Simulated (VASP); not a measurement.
Wanted: the native input for a VASP 6.6.1 run.

* Task: single point
* Functional: PBEsol
* Potentials or basis: VASP PAW PBE potentials, release 64 (Ti_sv)
* Cutoff: 520 eV
* k mesh: 12 × 12 × 14
* Occupations: gaussian, width 0.15 eV
* Spin: no spin polarisation
* Dipole correction: no
* Further INCAR settings: ALGO = Fast; EDIFF = 1e-06; NBANDS = 25

The structure of Ti lies in POSCAR:

```
Ti
1.0
    4.3795000000      0.0000000000      0.0000000000
   -2.1897500000      3.7927582559      0.0000000000
    0.0000000000      0.0000000000      2.7144000000
Ti
3
Direct
    0.0000000000      0.0000000000      0.0000000000
    0.3333333333      0.6666666667      0.5000000000
    0.6666666667      0.3333333333      0.5000000000
```

The input as run:

INCAR

```
SYSTEM = Ti
  ALGO = Fast
  EDIFF = 1E-6
  ENCUT = 520
  GGA = PS
  ISIF = 2
  ISMEAR = 0
  LASPH = .TRUE.
  LCHARG = .FALSE.
  LREAL = .FALSE.
  LWAVE = .FALSE.
  NBANDS = 25
  NELM = 80
  PREC = Accurate
  SIGMA = 0.15
```

KPOINTS

```
k-points
0
G
  12 12 14
  0 0 0
```

Potentials or basis: VASP PAW PBE potentials, release 64 (Ti_sv).

The run is started by

```bash
$ cat potpaw_PBE.64/Ti_sv/POTCAR > POTCAR
$ mpirun -np 1 vasp_std > vasp.out
```

It gave:

```yaml
Pressure: 12.2 GPa
Band_gap_on_the_k_mesh: zero (band 18 reaches 9.97 eV, above the bottom of band 19 at 9.56 eV)
```

Caveat: the PAW data sets were made with another functional, which shifts forces and pressure a little.

It took 6 min on 1 thread of Intel(R) Xeon(R) Platinum 8375C CPU @ 2.90GHz (Ice Lake), on a shared host, peak memory 0.25 GiB.
